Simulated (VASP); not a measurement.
Set up this calculation in VASP 6.6.1, as the native input.

| Item | Value |
| --- | --- |
| Task | single point |
| Functional | PBE |
| Potentials or basis | VASP PAW PBE potentials, release 64 (Al, N) |
| Cutoff | 520 eV |
| k mesh | 14 × 14 × 14 |
| Occupations | fermi-dirac, width 0.08 eV |
| Spin | no spin polarisation |
| Dipole correction | no |
| Further INCAR settings | ALGO = Normal; EDIFF = 1e-06; NBANDS = 11 |

The structure of AlN (CsCl type) lies in POSCAR:

```
AlN
1.0
    2.5358632995      0.0000000000      0.0000000000
    0.0000000000      2.5358632995      0.0000000000
    0.0000000000      0.0000000000      2.5358632995
Al N
1 1
Direct
    0.0000000000      0.0000000000      0.0000000000
    0.5000000000      0.5000000000      0.5000000000
```

These files were run (other wordings do the same):

INCAR

```
SYSTEM = AlN
  ALGO = Normal
  EDIFF = 1E-6
  ENCUT = 520
  GGA = PE
  ISIF = 2
  ISMEAR = -1
  LASPH = .True.
  LCHARG = .False.
  LREAL = .False.
  LWAVE = .False.
  NBANDS = 11
  NELM = 100
  PREC = Accurate
  SIGMA = 0.08
```

KPOINTS

```
k-points
0
Gamma
  14 14 14
  0 0 0
```

Potentials or basis: VASP PAW PBE potentials, release 64 (Al, N).

Launch:

```console
$ cat potpaw_PBE.64/Al/POTCAR potpaw_PBE.64/N/POTCAR > POTCAR
$ mpirun -np 1 vasp_std > vasp.out
```

It gave:

```
Pressure               : 20.9 GPa
Band gap on the k mesh : zero (band 4 reaches 12.25 eV, above the bottom of band 5 at 11.25 eV)
```

Run time: 7.3 s on 1 thread of Intel(R) Xeon(R) 6975P-C (Granite Rapids) (shared host), peak memory 0.13 GiB.
